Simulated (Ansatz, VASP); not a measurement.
## Two plane-wave programs on La

```
La
1.0
     3.75000    0.00000    0.00000
    -1.87500    3.24760    0.00000
     0.00000    0.00000    6.07000
La
2
Direct
  0.33333 0.66667 0.25000
  0.66667 0.33333 0.75000
```

Alike in both runs: task electric field gradients; functional PBE; k mesh 9 × 9 × 5; occupations fermi-dirac, width 0.05 eV; no spin polarisation.

```csv
,VASP,Ansatz
version,VASP 6.6.1,Ansatz 0.2.0
potentials or method,"VASP PAW PBE potentials, release 64 (La)","plane-wave PAW, scalar-relativistic"
plane-wave cutoff (eV),520,420
valence electrons in the cell,22,22
```

```csv
,VASP,Ansatz,Ansatz less VASP
pressure (GPa),0.6,0.6,-0.07
"traceless stress, the component that is largest in VASP (GPa)",-0.05,-0.06,-0.005
size of Vzz on the site where it differs most (V/Å²),14.5,13.6,-0.90
```

Spin-orbit coupling is off throughout.
